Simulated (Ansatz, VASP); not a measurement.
# Two plane-wave programs on Ti

Contents of INCAR:

```
SYSTEM = Ti
PREC = Accurate ; ENCUT = 500
EDIFF = 1E-6 ; ISMEAR = 0
SIGMA = 0.1 ; LREAL = .False.
LASPH = .True. ; NELM = 120
ALGO = Normal ; ISIF = 2
LWAVE = .False. ; LCHARG = .False.
GGA = PE ; NBANDS = 12
GGA_COMPAT = .False.
```

The input KPOINTS:

```
Automatic mesh
0
Gamma
  14 16 16
  0 0 0
```

The input POSCAR:

```
Ti
1.0
   -0.2436000000      2.0286602000      2.0286602000
    1.8029445000     -0.0723492000      1.8574094000
    1.8029445000      1.8574094000     -0.0723492000
Ti
1
Direct
    0.0000000000      0.0000000000      0.0000000000
```

Input for Ansatz:

```yaml
crystal:
  lattice:
    - [-0.2436, 2.0286602, 2.0286602]
    - [1.8029445, -0.0723492, 1.8574094]
    - [1.8029445, 1.8574094, -0.0723492]
  atoms:
    - { symbol: Ti, position: [0.0, 0.0, 0.0] }
basis:
  ecutwfc: 420
kpoints:
  mp_grid: { grid: [14, 16, 16] }
hamiltonian:
  xc: pbe
scf:
  occupations: { method: gaussian, width: 0.1 }
output:
  forces: true
  stress: true
  eigenvalues: true
```

Alike in both runs: task single point; functional PBE; k mesh 14 × 16 × 16; occupations gaussian, width 0.1 eV; no spin polarisation.

|  | VASP | Ansatz |
| --- | --- | --- |
| version | VASP 6.6.1 | Ansatz 0.2.0 |
| potentials or method | VASP PAW PBE potentials, release 64 (Ti_sv), cutoff 500 eV | scalar-relativistic, plane waves, PAW |
| valence electrons in the cell | 12 | 12 |

Ansatz gave:

- gap on the k mesh at the Fermi level (eV): none
- pressure (GPa): 20.0
- traceless stress, the component that is largest in VASP (GPa): 6.30

**Question.** What did VASP give for the same quantities?

**Answer.** gap on the k mesh at the Fermi level (eV): none; pressure (GPa): 19.5; traceless stress, the component that is largest in VASP (GPa): 6.31.

A gap of «none» marks a metal or a gap that the smearing closes. The functional is the same, so the differences come from potentials, cutoffs and numerics.
